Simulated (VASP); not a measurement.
Set up this calculation in VASP 6.6.1, as the native input.

| Item | Value |
| --- | --- |
| Task | single point |
| Functional | PBE |
| Potentials or basis | VASP PAW PBE potentials, release 64 (La) |
| Cutoff | 520 eV |
| k mesh | 10 × 10 × 3 |
| Occupations | methfessel-paxton, width 0.6 eV |
| Spin | no spin polarisation |
| Dipole correction | no |
| Further INCAR settings | ALGO = Normal; EDIFF = 1e-06; NBANDS = 30 |

The structure of La lies in POSCAR:

```
La
1.0
    3.7726980145      0.0000000000      0.0000000000
   -1.8863490072      3.2672523214      0.0000000000
    0.0000000000      0.0000000000     12.1127038589
La
4
Direct
    0.0000000000      0.0000000000      0.0000000000
    0.0000000000      1.0000000000      0.5000000000
    0.3333333333      0.6666666667      0.7500000000
    0.6666666667      0.3333333333      0.2500000000
```

One way to write it, as run:

INCAR

```
SYSTEM = La
PREC = Accurate ; ENCUT = 520
EDIFF = 1E-6 ; ISMEAR = 1
SIGMA = 0.6 ; LREAL = .False.
LASPH = .True. ; NELM = 80
ALGO = Normal ; ISIF = 2
LWAVE = .False. ; LCHARG = .False.
GGA = PE ; NBANDS = 30
```

KPOINTS

```
regular mesh
0
Gamma
  10 10 3
  0 0 0
```

Potentials or basis: VASP PAW PBE potentials, release 64 (La).

The run is started by

```bash
$ cat potpaw_PBE.64/La/POTCAR > POTCAR
$ mpirun -np 1 vasp_std > vasp.out
```

Results of the run:

| Property | Result |
| --- | --- |
| Pressure | -0.1 GPa |
| Band gap on the k mesh | zero (bands 22 and 23 overlap by 1.21 eV) |

Caveat: so wide a smearing shifts energies and pressures; spin-orbit coupling is left out, which moves the levels of the heavy elements.

It took 4.3 min on 1 thread of Intel Xeon 8259CL (shared host), peak memory 0.31 GiB.
